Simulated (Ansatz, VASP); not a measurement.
**One calculation of CsSnI3, two programs**

```
Cs Sn I
1.0
     6.01953    0.00000    0.00000
     0.00000    6.01953    0.00000
     0.00000    0.00000    6.29879
Cs Sn I
1 1 3
Direct
  0.00000 0.00000 0.00000
  0.50000 0.50000 0.50000
  0.00000 0.50000 0.50000
  0.50000 0.00000 0.50000
  0.50000 0.50000 0.00000
```

Change from the starting cell: strain -0.030 along x and y, +0.015 along z, atoms carried along.

Alike in both runs: task single point; functional PBE; k mesh 6 × 6 × 6; occupations gaussian, width 0.03 eV; no spin polarisation.

|  | VASP | Ansatz |
| --- | --- | --- |
| version | VASP 6.6.1 | Ansatz 0.2.0 |
| potentials or method | VASP PAW PBE potentials, release 64 (Cs_sv, Sn_d, I), cutoff 520 eV | scalar-relativistic, plane waves, PAW |
| valence electrons in the cell | 44 | 74 |

```tsv
	VASP	Ansatz	Ansatz less VASP
gap on the k mesh at the Fermi level (eV)	0.14	0.14	-0.007
least direct gap on the mesh (eV)	0.14	0.14	-0.007
pressure (GPa)	1.6	1.6	0.00
traceless stress, the component that is largest in VASP (GPa)	-1.24	-1.24	+0.001
```

With one functional, cell and mesh, what is left measures potentials, basis and numerics. VASP's potentials hold 44 valence electrons a cell and Ansatz's 74, so a difference there can come from the potentials and not from the codes.

Spin-orbit coupling is off throughout.
